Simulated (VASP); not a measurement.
# TiCo3 (Pm-3m) in VASP: notebook

The runs below take TiCo3 through single point, with PBEsol.

Everything below comes from runs of VASP 6.6.1. Logs are shortened: lines on timing, memory, paths and dates and some standing lists are left out, and cuts for length are marked.

### Step 1. The cell of the first run

Symmetry: Pm-3m, No. 221, cubic system. The conventional cell has a = 3.597 Å, b = 3.597 Å, c = 3.597 Å, α = 90.00°, β = 90.00°, γ = 90.00°. Within 3.4 Å of Ti (site symmetry m-3m) lie 12 Co at 2.54 Å. Within 3.4 Å of Co (site symmetry 4/mmm) lie 4 Ti at 2.54 Å and 8 Co at 2.54 Å.

### Step 2. Single point, PBEsol, collinear spin, ferromagnetic start (volume scaled by 1.06)

INCAR reads:

```
ALGO = Normal ; EDIFF = 1E-6
ENCUT = 520 ; GGA = PS
ISIF = 2 ; ISMEAR = 0
ISPIN = 2 ; LASPH = True
LCHARG = True ; LELF = True
LMAXMIX = 4 ; LORBIT = 11
LREAL = False ; LVHAR = True
LWAVE = False ; MAGMOM = 0 0.3 0.3 0.3
NBANDS = 32 ; NELM = 150
PREC = Accurate ; SIGMA = 0.1
```

KPOINTS reads:

```
k-points
0
Gamma
  12 12 12
```

POSCAR reads:

```
TiCo3
1.0
    3.5974488313      0.0000000000      0.0000000000
    0.0000000000      3.5974488313      0.0000000000
    0.0000000000      0.0000000000      3.5974488313
Ti Co
1 3
Direct
    0.0000000000      0.0000000000      0.0000000000
    0.0000000000      0.5000000000      0.5000000000
    0.5000000000      0.0000000000      0.5000000000
    0.5000000000      0.5000000000      0.0000000000
```

Potentials or basis: VASP PAW PBE potentials, release 64 (Ti_sv, Co).

Launch:

```console
$ cat potpaw_PBE.64/Ti_sv/POTCAR potpaw_PBE.64/Co/POTCAR > POTCAR
$ mpirun -np 1 vasp_std > vasp.out
```

OUTCAR:

```text
EDIFF = 1E-6
   ENCUT = 520
   GGA = PS
   ISIF = 2
   ISMEAR = 0
   ISPIN = 2
   LASPH = True
   LORBIT = 11
   LREAL = False
   NELM = 150
   PREC = Accurate

 ion  position               nearest neighbor table
   1  0.000  0.000  0.000-   2 2.54   3 2.54   4 2.54   2 2.54   3 2.54   2 2.54   4 2.54   2 2.54
                             3 2.54   4 2.54   3 2.54   4 2.54
   2  0.000  0.500  0.500-   1 2.54   3 2.54   4 2.54   1 2.54   4 2.54   1 2.54   3 2.54   1 2.54
                             3 2.54   4 2.54   4 2.54   3 2.54
   3  0.500  0.000  0.500-   1 2.54   2 2.54   4 2.54   1 2.54   4 2.54   2 2.54   4 2.54   4 2.54
                             1 2.54   2 2.54   1 2.54   2 2.54
   4  0.500  0.500  0.000-   1 2.54   2 2.54   3 2.54   2 2.54   3 2.54   1 2.54   3 2.54   3 2.54
                             1 2.54   2 2.54   2 2.54   1 2.54

  LATTYP: Found a simple cubic cell.
 ALAT       =     3.5974488313

  Lattice vectors:

 A1 = (   3.5974488313,   0.0000000000,   0.0000000000)
 A2 = (   0.0000000000,   3.5974488313,   0.0000000000)
 A3 = (   0.0000000000,   0.0000000000,   3.5974488313)

Analysis of symmetry for initial positions (statically):
=====================================================================
 Subroutine PRICEL returns:
 Original cell was already a primitive cell.

 Routine SETGRP: Setting up the symmetry group for a
 simple cubic supercell.

 Subroutine GETGRP returns: Found 48 space group operations
 (whereof 48 operations were pure point group operations)
 out of a pool of 48 trial point group operations.

The static configuration has the point symmetry O_h .

Analysis of symmetry for dynamics (positions and initial velocities):
=====================================================================
 Subroutine PRICEL returns:
 Original cell was already a primitive cell.

 Routine SETGRP: Setting up the symmetry group for a
 simple cubic supercell.

 Subroutine GETGRP returns: Found 48 space group operations
 (whereof 48 operations were pure point group operations)
 out of a pool of 48 trial point group operations.

The dynamic configuration has the point symmetry O_h .

Analysis of structural, dynamic, and magnetic symmetry:
=====================================================================
 Subroutine PRICEL returns:
 Original cell was already a primitive cell.

 Routine SETGRP: Setting up the symmetry group for a
 simple cubic supercell.

 Subroutine GETGRP returns: Found 48 space group operations
 (whereof 48 operations were pure point group operations)
 out of a pool of 48 trial point group operations.

The overall configuration has the point symmetry O_h .

 Subroutine INISYM returns: Found 48 space group operations
 (whereof 48 operations are pure point group operations),
 and found     1 'primitive' translations

----------------------------------------------------------------------------------------

                                     Primitive cell

  volume of cell :      46.5569

  direct lattice vectors                    reciprocal lattice vectors
     3.597448831  0.000000000  0.000000000     0.277974767  0.000000000  0.000000000
     0.000000000  3.597448831  0.000000000     0.000000000  0.277974767  0.000000000
     0.000000000  0.000000000  3.597448831     0.000000000  0.000000000  0.277974767

  length of vectors
     3.597448831  3.597448831  3.597448831     0.277974767  0.277974767  0.277974767

  position of ions in fractional coordinates (direct lattice)
     0.000000000  0.000000000  0.000000000
     0.000000000  0.500000000  0.500000000
     0.500000000  0.000000000  0.500000000
     0.500000000  0.500000000  0.000000000

  ion indices of the primitive-cell ions
   primitive index   ion index
                 1           1
                 2           2
                 3           3
                 4           4

----------------------------------------------------------------------------------------

 KPOINTS: k-points

Automatic generation of k-mesh.
 Grid dimensions read from file:
 generate k-points for:   12   12   12

 Generating k-lattice:

  Cartesian coordinates                     Fractional coordinates (reciprocal lattice)
     0.023164564  0.000000000  0.000000000     0.083333333  0.000000000  0.000000000
     0.000000000  0.023164564  0.000000000     0.000000000  0.083333333  0.000000000
     0.000000000  0.000000000  0.023164564     0.000000000  0.000000000  0.083333333

  Length of vectors
     0.023164564  0.023164564  0.023164564

  Shift w.r.t. Gamma in fractional coordinates (k-lattice)
     0.000000000  0.000000000  0.000000000

 Subroutine IBZKPT returns following result:
 ===========================================

 Found     84 irreducible k-points:

 Following reciprocal coordinates:
            Coordinates               Weight
  0.000000  0.000000  0.000000      1.000000
  0.083333  0.000000  0.000000      6.000000
  0.166667  0.000000  0.000000      6.000000
  0.250000  0.000000  0.000000      6.000000
  0.333333  0.000000  0.000000      6.000000
  0.416667  0.000000  0.000000      6.000000
[... 16 lines left out ...]
  0.333333  0.333333  0.000000     12.000000
  0.416667  0.333333  0.000000     24.000000
 [... further k-points ...]
   k-points           NKPTS =     84   k-points in BZ     NKDIM =     84   number of bands    NBANDS=     32
   number of dos      NEDOS =    301   number of ions     NIONS =      4
   total plane-waves  NPLWV =  21952
   dimension x,y,z NGX =    28 NGY =   28 NGZ =   28
   dimension x,y,z NGXF=    56 NGYF=   56 NGZF=   56
   ions per type =               1   3
   NGX,Y,Z   is equivalent  to a cutoff of  12.94, 12.94, 12.94 a.u.
   NGXF,Y,Z  is equivalent  to a cutoff of  25.88, 25.88, 25.88 a.u.
 SYSTEM =  unknown system
   PREC   = accura    normal or accurate (medium, high low for compatibility)
   ISTART =      0    job   : 0-new  1-cont  2-samecut
   ICHARG =      2    charge: 1-file 2-atom 10-const
   ISPIN  =      2    spin polarized calculation?
   LNONCOLLINEAR =      F non collinear calculations
   LSORBIT =      F    spin-orbit coupling
   LASPH  =      T    aspherical Exc in radial PAW
   ENCUT  =  520.0 eV  38.22 Ry    6.18 a.u.   6.69  6.69  6.69*2*pi/ulx,y,z
   NELM   =    150;   NELMIN=  2; NELMDL= -5     # of ELM steps
   EDIFF  = 0.1E-05   stopping-criterion for ELM
   LREAL  =      F    real-space projection
[... 7 lines left out ...]
   TEBEG  =    0.0;   TEEND  =   0.0 temperature during run
   PSTRESS=    0.0 pullay stress
   NELECT =      39.0000    total number of electrons
   NUPDOWN=      -1.0000    fix difference up-down
   EMIN   =  10.00;   EMAX   =-10.00  energy-range for DOS
   EFERMI =   0.00;   METHOD = LEGACY
   ISMEAR =     0;   SIGMA  =   0.10  broadening in eV -4-tet -1-fermi 0-gaus
   EFERMI_NEDOS =   21; number of points for ismear=-14 and -15
   IALGO  =     38    algorithm
   IMIX   =      4    mixing-type and parameters
     AMIX     =   0.40;   BMIX     =  1.00
     AMIX_MAG =   1.60;   BMIX_MAG =  1.00
  volume/ion in A,a.u.               =      11.64        78.55
  Fermi-wavevector in a.u.,A,eV,Ry     =   1.543246  2.916311 32.403734  2.381607
  Thomas-Fermi vector in A             =   2.648936
   LORBIT       =     11    0 simple, 1 ext, 2 COOP (PROOUT), +10 PAW based schemes
   GGA     = PS    functional components
   LHFCALC =     F    Hartree Fock is set to
   AEXX    =    0.0000 exact exchange contribution
   IVDW    =     0    specifies the selected vdW correction
   LEPSILON=     F    determine dielectric tensor
   LRPA    =     F    only Hartree local field effects (RPA)
 spin polarized calculation
 Gauss-broadening in eV      SIGMA  =   0.10
  energy-cutoff  :      520.00
  volume of cell :       46.56
 maximum number of plane-waves:      1273
 NGX is ok and might be reduce to    28
   NGX = 13   NGY = 13   NGZ = 13

 number of electron      39.0000042 magnetization       0.4757506

 Free energy of the ion-electron system (eV)
  ---------------------------------------------------
  ext. energy  EPLUGINS =         0.00000000
  ---------------------------------------------------
  free energy    TOTEN  =       -32.60737476 eV

  energy without entropy =      -32.57776702  energy(sigma->0) =      -32.59257089

 E-fermi :   9.8365     XC(G=0): -13.3345

 val. band max:        9.8331907860   @ k =   0.3333   0.0833   0.0000
 cond. band min:       9.8389625781   @ k =   0.5000   0.5000   0.5000
 fundamental gap:      0.0057717921
 Fermi energy:         9.8365458730

 spin component 1

 k-point     1 :       0.0000    0.0000    0.0000
  band No.  band energies     occupation
      1     -46.3834      1.00000
      2     -22.7313      1.00000
      3     -22.7313      1.00000
      4     -22.7313      1.00000
      5       1.9301      1.00000
      6       5.6346      1.00000
[... 805 lines left out ...]
     30      21.5673      0.00000
     31      22.0760      0.00000

 [... further k-points ...]

 spin component 2

 k-point     1 :       0.0000    0.0000    0.0000
  band No.  band energies     occupation
      1     -46.4366      1.00000
      2     -22.7844      1.00000
      3     -22.7844      1.00000
      4     -22.7844      1.00000
      5       1.9429      1.00000
      6       5.7262      1.00000
[... 805 lines left out ...]
     30      21.6278      0.00000
     31      22.1046      0.00000

 [... further k-points ...]

 [bands above 31 left out]

------------------------ aborting loop because EDIFF is reached ----------------------------------------

  FORCE on cell =-STRESS in cart. coord.  units (eV):
  Direction    XX          YY          ZZ          XY          YZ          ZX
  --------------------------------------------------------------------------------------
  -------------------------------------------------------------------------------------
  Total       -2.3819197     -2.3819197     -2.3819197     -0.0000000     -0.0000000      0.0000000
  in kB      -81.9697898    -81.9697898    -81.9697898     -0.0000000     -0.0000000      0.0000000
  external PRESSURE =     -81.9697898 kB  Pullay stress =       0.0000000 kB

 VOLUME and BASIS-vectors are now :
 -----------------------------------------------------------------------------
  energy-cutoff  :      520.00
  volume of cell :       46.56
      direct lattice vectors                 reciprocal lattice vectors
     3.597448831  0.000000000  0.000000000     0.277974767  0.000000000  0.000000000
     0.000000000  3.597448831  0.000000000     0.000000000  0.277974767  0.000000000
     0.000000000  0.000000000  3.597448831     0.000000000  0.000000000  0.277974767

 POSITION                                       TOTAL-FORCE (eV/Angst)
 -----------------------------------------------------------------------------------
      0.00000      0.00000      0.00000         0.000000      0.000000      0.000000
      0.00000      1.79872      1.79872         0.000000      0.000000      0.000000
      1.79872      0.00000      1.79872         0.000000      0.000000      0.000000
      1.79872      1.79872      0.00000         0.000000      0.000000      0.000000
 -----------------------------------------------------------------------------------
    total drift:                                0.000000      0.000000      0.000000

  FREE ENERGIE OF THE ION-ELECTRON SYSTEM (eV)
  ---------------------------------------------------
  free  energy   TOTEN  =       -32.6073747577 eV

  energy  without entropy=      -32.5777670225  energy(sigma->0) =      -32.59257089

 total charge

# of ion       s       p       d       tot
------------------------------------------
    1        2.265   6.191   1.924  10.380
    2        0.503   0.500   7.318   8.322
    3        0.503   0.500   7.318   8.322
    4        0.503   0.500   7.318   8.322
--------------------------------------------------
tot          3.775   7.692  23.878  35.345

 magnetization (x)

# of ion       s       p       d       tot
------------------------------------------
    1       -0.001  -0.004  -0.054  -0.058
    2       -0.000   0.000   0.207   0.207
    3       -0.000   0.000   0.207   0.207
    4       -0.000   0.000   0.207   0.207
--------------------------------------------------
tot         -0.001  -0.003   0.566   0.562
```

It took 12 min on 1 thread of Intel Xeon Platinum 8488C (Sapphire Rapids), shared host; peak memory 0.31 GiB.

What came out:

- Free energy: -32.6074 eV
- Pressure: -8.2 GPa
- Net moment: 0.48 μB per cell
- Site moments: Ti -0.06; Co +0.21 μB
- Valence electrons inside the program's atomic spheres: Ti 10.38; Co 8.32

Caveat: the cell differs from its parent crystal (volume scaled by 1.06); the PAW data sets were made with another functional, which shifts forces and pressure a little.

### Step 3. Single point, PBEsol, collinear spin, ferromagnetic start

This run uses another cell than the first one, of 11.08 Å³/atom, 0.952 times its volume.

INCAR reads:

```
PREC = Accurate
ENCUT = 520
EDIFF = 1E-6
ISMEAR = 0
SIGMA = 0.1
LREAL = False
LASPH = True
NELM = 150
ALGO = Normal
ISIF = 2
LWAVE = False
LCHARG = False
ISPIN = 2
MAGMOM = 0 0.3 0.3 0.3
LORBIT = 11
LMAXMIX = 4
GGA = PS
NBANDS = 32
```

KPOINTS reads:

```
Automatic mesh
0
Gamma
  12 12 12
```

POSCAR reads:

```
TiCo3
1.0
    3.5385428981      0.0000000000      0.0000000000
    0.0000000000      3.5385428981      0.0000000000
    0.0000000000      0.0000000000      3.5385428981
Ti Co
1 3
Direct
    0.0000000000      0.0000000000      0.0000000000
    0.0000000000      0.5000000000      0.5000000000
    0.5000000000      0.0000000000      0.5000000000
    0.5000000000      0.5000000000      0.0000000000
```

Potentials or basis: VASP PAW PBE potentials, release 64 (Ti_sv, Co).

Launch:

```console
$ cat potpaw_PBE.64/Ti_sv/POTCAR potpaw_PBE.64/Co/POTCAR > POTCAR
$ mpirun -np 1 vasp_std > vasp.out
```

Run time: 8.3 min. Hardware: 1 thread of Oxide Virtual Turin-like, shared host; peak memory 0.26 GiB.

The run converged. Its results:

```
Free energy                                           : -32.7219 eV
Pressure                                              : -2.8 GPa
Net moment                                            : 0.75 μB per cell
Site moments                                          : Ti -0.09; Co +0.29 μB
Valence electrons inside the program's atomic spheres : Ti 10.47; Co 8.41
```

Levels at points of the mesh, in eV from the Fermi level:
Spin up:
| k point | band 16 | band 17 | band 18 | band 19 | band 20 | band 21 | band 22 | band 23 | band 24 | band 25 |
| --- | --- | --- | --- | --- | --- | --- | --- | --- | --- | --- |
| (0.00, 0.00, 0.00) | -0.28 | 0.28 | 0.57 | 0.57 | 0.57 | 2.56 | 2.56 | 3.41 | 3.41 | 3.41 |
| (0.50, 0.00, 0.00) | -0.94 | -0.72 | -0.72 | -0.69 | -0.12 | 0.57 | 1.22 | 1.22 | 1.93 | 2.56 |
| (0.50, 0.50, 0.00) | -1.33 | -1.08 | -1.03 | -1.03 | -0.51 | -0.51 | 1.75 | 1.75 | 2.13 | 2.13 |
| (0.50, 0.50, 0.50) | -1.07 | -0.08 | 0.33 | 0.33 | 0.33 | 0.87 | 0.87 | 0.87 | 2.18 | 2.18 |
Spin down:
```csv
k point,band 16,band 17,band 18,band 19,band 20,band 21,band 22,band 23
"(0.00, 0.00, 0.00)",0.11,0.65,0.84,0.84,0.84,2.69,2.69,3.42
"(0.50, 0.00, 0.00)",-0.58,-0.48,-0.48,-0.35,0.28,0.84,1.24,1.24
"(0.50, 0.50, 0.00)",-1.28,-0.76,-0.65,-0.65,-0.28,-0.25,1.76,1.76
"(0.50, 0.50, 0.50)",-0.90,-0.04,0.64,0.64,0.64,0.85,0.85,0.85
```

Caveat: the PAW data sets were made with another functional, which shifts forces and pressure a little.

(Part 1 of 2 ends here.)
